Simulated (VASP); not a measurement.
# HfB in VASP: a series of runs

Runs on HfB. Level: PBEsol. Tasks: single point.

All numbers are computed with VASP 6.6.1; they aren't measurements. Logs are shortened: lines on timing, memory, paths and dates and some standing lists are left out, and cuts for length are marked.

### 1 The cell of the first run

The structure is tetragonal, space group I4/mmm (No. 139). The conventional cell has a = 3.385 Å, b = 3.385 Å, c = 4.899 Å, α = 90.00°, β = 90.00°, γ = 90.00°. Within 3.2 Å of Hf (site symmetry 4/mmm) lie 6 B at 2.39 to 2.45 Å. Within 3.2 Å of B (site symmetry 4/mmm) lie 6 Hf at 2.39 to 2.45 Å.

### 2 Single point, PBEsol (the cell strained)

Contents of INCAR:

```
ALGO = Normal ; EDIFF = 1E-7
ENCUT = 520 ; GGA = PS
ISIF = 2 ; ISMEAR = 0
LASPH = T ; LCHARG = T
LELF = T ; LREAL = F
LVHAR = T ; LWAVE = F
NBANDS = 14 ; NELM = 60
PREC = Accurate ; SIGMA = 0.15
```

Contents of KPOINTS:

```
k-points
0
Gamma
  16 16 16
```

Contents of POSCAR:

```
HfB
1.0
    0.0000000000      2.3936993068      2.3936993068
    2.4494725006      0.0000000000      2.3936993068
    2.4494725006      2.3936993068      0.0000000000
Hf B
1 1
Direct
    0.5000000000      0.5000000000      0.5000000000
    0.0000000000      0.0000000000      0.0000000000
```

Potentials or basis: VASP PAW PBE potentials, release 64 (Hf_pv, B).

The run is started by

```bash
cat potpaw_PBE.64/Hf_pv/POTCAR potpaw_PBE.64/B/POTCAR > POTCAR
mpirun -np 1 vasp_std > vasp.out
```

OUTCAR:

```text
EDIFF = 1E-7
   ENCUT = 520
   GGA = PS
   ISIF = 2
   ISMEAR = 0
   LASPH = T
   LREAL = F
   NELM = 60
   PREC = Accurate

 ion  position               nearest neighbor table
   1  0.500  0.500  0.500-   2 2.39   2 2.39   2 2.39   2 2.39   2 2.45   2 2.45
   2  0.000  0.000  0.000-   1 2.39   1 2.39   1 2.39   1 2.39   1 2.45   1 2.45

  LATTYP: Found a body centered tetragonal cell.
 ALAT       =     3.3852020239
 C/A-ratio  =     1.4471647383

  Lattice vectors:

 A1 = (   2.4494725006,   0.0000000000,   2.3936993068)
 A2 = (   2.4494725006,   0.0000000000,  -2.3936993068)
 A3 = (  -2.4494725006,   2.3936993068,   0.0000000000)

Analysis of symmetry for initial positions (statically):
=====================================================================
 Subroutine PRICEL returns:
 Original cell was already a primitive cell.

 Routine SETGRP: Setting up the symmetry group for a
 body centered tetragonal supercell.

 Subroutine GETGRP returns: Found 16 space group operations
 (whereof 16 operations were pure point group operations)
 out of a pool of 16 trial point group operations.

The static configuration has the point symmetry D_4h.

Analysis of symmetry for dynamics (positions and initial velocities):
=====================================================================
 Subroutine PRICEL returns:
 Original cell was already a primitive cell.

 Routine SETGRP: Setting up the symmetry group for a
 body centered tetragonal supercell.

 Subroutine GETGRP returns: Found 16 space group operations
 (whereof 16 operations were pure point group operations)
 out of a pool of 16 trial point group operations.

The dynamic configuration has the point symmetry D_4h.

 Subroutine INISYM returns: Found 16 space group operations
 (whereof 16 operations are pure point group operations),
 and found     1 'primitive' translations

----------------------------------------------------------------------------------------

                                     Primitive cell

  volume of cell :      28.0700

  direct lattice vectors                    reciprocal lattice vectors
     0.000000000  2.393699307  2.393699307    -0.204125582  0.208881708  0.208881708
     2.449472501  0.000000000  2.393699307     0.204125582 -0.208881708  0.208881708
     2.449472501  2.393699307  0.000000000     0.204125582  0.208881708 -0.208881708

  length of vectors
     3.385202024  3.424866699  3.424866699     0.359068781  0.359068781  0.359068781

  position of ions in fractional coordinates (direct lattice)
     0.500000000  0.500000000  0.500000000
     0.000000000  0.000000000  0.000000000

  ion indices of the primitive-cell ions
   primitive index   ion index
                 1           1
                 2           2

----------------------------------------------------------------------------------------

 KPOINTS: k-points

Automatic generation of k-mesh.
 Grid dimensions read from file:
 generate k-points for:   16   16   16

 Generating k-lattice:

  Cartesian coordinates                     Fractional coordinates (reciprocal lattice)
    -0.012757849  0.013055107  0.013055107     0.062500000  0.000000000  0.000000000
     0.012757849 -0.013055107  0.013055107     0.000000000  0.062500000 -0.000000000
     0.012757849  0.013055107 -0.013055107     0.000000000 -0.000000000  0.062500000

  Length of vectors
     0.022441799  0.022441799  0.022441799

  Shift w.r.t. Gamma in fractional coordinates (k-lattice)
     0.000000000  0.000000000  0.000000000

 Subroutine IBZKPT returns following result:
 ===========================================

 Found    349 irreducible k-points:

 Following reciprocal coordinates:
            Coordinates               Weight
  0.000000  0.000000  0.000000      1.000000
  0.062500  0.000000  0.000000      8.000000
  0.125000  0.000000  0.000000      8.000000
  0.187500  0.000000  0.000000      8.000000
  0.250000  0.000000  0.000000      8.000000
  0.312500  0.000000  0.000000      8.000000
[... 16 lines left out ...]
 -0.125000  0.062500  0.000000     16.000000
 -0.062500  0.062500  0.000000      8.000000
 [... further k-points ...]
   k-points           NKPTS =    349   k-points in BZ     NKDIM =    349   number of bands    NBANDS=     14
   number of dos      NEDOS =    301   number of ions     NIONS =      2
   total plane-waves  NPLWV =  21952
   dimension x,y,z NGX =    28 NGY =   28 NGZ =   28
   dimension x,y,z NGXF=    56 NGYF=   56 NGZF=   56
   ions per type =               1   1
   NGX,Y,Z   is equivalent  to a cutoff of  13.75, 13.59, 13.59 a.u.
   NGXF,Y,Z  is equivalent  to a cutoff of  27.50, 27.18, 27.18 a.u.
 SYSTEM =  unknown system
   PREC   = accura    normal or accurate (medium, high low for compatibility)
   ISTART =      0    job   : 0-new  1-cont  2-samecut
   ICHARG =      2    charge: 1-file 2-atom 10-const
   ISPIN  =      1    spin polarized calculation?
   LNONCOLLINEAR =      F non collinear calculations
   LSORBIT =      F    spin-orbit coupling
   LASPH  =      T    aspherical Exc in radial PAW
   ENCUT  =  520.0 eV  38.22 Ry    6.18 a.u.   6.29  6.37  6.37*2*pi/ulx,y,z
   NELM   =     60;   NELMIN=  2; NELMDL= -5     # of ELM steps
   EDIFF  = 0.1E-06   stopping-criterion for ELM
   LREAL  =      F    real-space projection
   EDIFFG = 0.1E-05   stopping-criterion for IOM
   NSW    =      0    number of steps for IOM
   IBRION =     -1    ionic relax: 0-MD 1-quasi-New 2-CG
   NFREE  =      0    steps in history (QN), initial steepest desc. (CG)
   ISIF   =      2    stress and relaxation
   ISYM   =      2    0-nonsym 1-usesym 2-fastsym
   POTIM  = 0.5000    time-step for ionic-motion
   TEBEG  =    0.0;   TEEND  =   0.0 temperature during run
   PSTRESS=    0.0 pullay stress
   NELECT =      13.0000    total number of electrons
   NUPDOWN=      -1.0000    fix difference up-down
   EMIN   =  10.00;   EMAX   =-10.00  energy-range for DOS
   EFERMI =   0.00;   METHOD = LEGACY
   ISMEAR =     0;   SIGMA  =   0.15  broadening in eV -4-tet -1-fermi 0-gaus
   EFERMI_NEDOS =   21; number of points for ismear=-14 and -15
   IALGO  =     38    algorithm
   IMIX   =      4    mixing-type and parameters
     AMIX     =   0.40;   BMIX     =  1.00
     AMIX_MAG =   1.60;   BMIX_MAG =  1.00
  volume/ion in A,a.u.               =      14.03        94.71
  Fermi-wavevector in a.u.,A,eV,Ry     =   1.266607  2.393541 21.827750  1.604294
  Thomas-Fermi vector in A             =   2.399799
   LORBIT       =      0    0 simple, 1 ext, 2 COOP (PROOUT), +10 PAW based schemes
   GGA     = PS    functional components
   LHFCALC =     F    Hartree Fock is set to
   AEXX    =    0.0000 exact exchange contribution
   IVDW    =     0    specifies the selected vdW correction
   LEPSILON=     F    determine dielectric tensor
   LRPA    =     F    only Hartree local field effects (RPA)
 non-spin polarized calculation
 Gauss-broadening in eV      SIGMA  =   0.15
  energy-cutoff  :      520.00
  volume of cell :       28.07
 maximum number of plane-waves:       771
 NGX is ok and might be reduce to    28
   NGX = 13   NGY = 13   NGZ = 13

 number of electron      13.0000000 magnetization

 Free energy of the ion-electron system (eV)
  ---------------------------------------------------
  ext. energy  EPLUGINS =         0.00000000
  ---------------------------------------------------
  free energy    TOTEN  =       -18.39743794 eV

  energy without entropy =      -18.38623654  energy(sigma->0) =      -18.39183724

 E-fermi :   4.2031     XC(G=0): -11.7973

 val. band max:        4.1997473535   @ k =  -0.1875   0.0625   0.0625
 cond. band min:       4.2056523315   @ k =   0.2500   0.3125   0.0625
 fundamental gap:      0.0059049781
 Fermi energy:         4.2031112933

 k-point     1 :       0.0000    0.0000    0.0000
  band No.  band energies     occupation
      1     -24.7441      2.00000
      2     -24.7305      2.00000
      3     -24.7305      2.00000
      4      -4.9356      2.00000
      5       6.0502      0.00000
      6       6.2928      0.00000
      7       6.2928      0.00000
      8       7.7530      0.00000
      9       7.7630      0.00000
     10       7.8634      0.00000
     11       7.8634      0.00000
     12       8.0348      0.00000
     13      15.3447      0.00000
     14      15.3544      0.00000

 k-point     2 :       0.0625    0.0000    0.0000
  band No.  band energies     occupation
      1     -24.7557      2.00000
      2     -24.7393      2.00000
      3     -24.7321      2.00000
      4      -4.8386      2.00000
      5       5.8072      0.00000
      6       6.0822      0.00000
      7       6.2331      0.00000
      8       6.9524      0.00000
      9       7.0586      0.00000
     10       8.0158      0.00000
     11       8.8754      0.00000
     12       9.0940      0.00000
     13      15.4881      0.00000
     14      15.6031      0.00000

 k-point     3 :       0.1250    0.0000    0.0000
  band No.  band energies     occupation
      1     -24.8047      2.00000
      2     -24.7480      2.00000
      3     -24.7368      2.00000
      4      -4.5537      2.00000
      5       5.0434      0.00000
      6       5.5199      0.00000
      7       5.6816      0.00000
      8       6.8533      0.00000
      9       6.9294      0.00000
     10       8.3039      0.00000
     11      10.0943      0.00000
     12      10.3503      0.00000
     13      15.8589      0.00000
     14      16.2919      0.00000
[... 324 lines left out ...]
 k-point    23 :      -0.1250    0.0625    0.0000
  band No.  band energies     occupation
      1     -24.8341      2.00000
      2     -24.7570      2.00000
      3     -24.7429      2.00000
      4      -4.3447      2.00000
      5       4.7078      0.00000
      6       5.0944      0.00000
      7       5.2160      0.00000
      8       6.6105      0.00000
      9       7.5571      0.00000
     10       8.6474      0.00000
     11      10.1578      0.00000
     12      11.3144      0.00000
     13      16.0900      0.00000
     14      16.7624      0.00000

 k-point    24 :      -0.0625    0.0625    0.0000
  band No.  band energies     occupation
      1     -24.7802      2.00000
      2     -24.7434      2.00000
      3     -24.7384      2.00000
      4      -4.6824      2.00000
      5       5.5149      0.00000
      6       5.6239      0.00000
      7       5.9987      0.00000
      8       6.3331      0.00000
      9       7.3637      0.00000
     10       8.3745      0.00000
     11       9.2065      0.00000
     12      10.0628      0.00000
     13      15.6990      0.00000
     14      15.9906      0.00000

 [... further k-points ...]
[... 5 lines left out ...]
  --------------------------------------------------------------------------------------
  -------------------------------------------------------------------------------------
  Total       -1.5090314     -0.1661506     -0.1661506      0.0000000      0.0000000      0.0000000
  in kB      -86.1325113     -9.4835454     -9.4835454      0.0000000      0.0000000      0.0000000
  external PRESSURE =     -35.0332007 kB  Pullay stress =       0.0000000 kB

 VOLUME and BASIS-vectors are now :
 -----------------------------------------------------------------------------
  energy-cutoff  :      520.00
  volume of cell :       28.07
      direct lattice vectors                 reciprocal lattice vectors
     0.000000000  2.393699307  2.393699307    -0.204125582  0.208881708  0.208881708
     2.449472501  0.000000000  2.393699307     0.204125582 -0.208881708  0.208881708
     2.449472501  2.393699307  0.000000000     0.204125582  0.208881708 -0.208881708

 POSITION                                       TOTAL-FORCE (eV/Angst)
 -----------------------------------------------------------------------------------
      2.44947      2.39370      2.39370         0.000000     -0.000000      0.000000
      0.00000      0.00000      0.00000         0.000000      0.000000     -0.000000
 -----------------------------------------------------------------------------------
    total drift:                                0.000000      0.000000      0.000000

  FREE ENERGIE OF THE ION-ELECTRON SYSTEM (eV)
  ---------------------------------------------------
  free  energy   TOTEN  =       -18.3974379425 eV

  energy  without entropy=      -18.3862365379  energy(sigma->0) =      -18.39183724
```

It took 62 s on 1 thread of Intel Xeon 6975P-C (Granite Rapids), shared host; peak memory 0.27 GiB.

Results:

```
Free energy            : -18.3974 eV
Pressure               : -3.5 GPa
Band gap on the k mesh : zero (an odd number of electrons rules out a gap without spin polarisation)
```

Stress tensor (GPa, compression positive):
```
-8.61  0.00  0.00
 0.00 -0.95  0.00
 0.00  0.00 -0.95
```

Caveat: the cell differs from its parent crystal (the cell strained); the cell stands under tension; the PAW data sets were made with another functional, which shifts forces and pressure a little; spin-orbit coupling is left out, which moves the levels of the heavy elements.

[end of part 1 of 2]
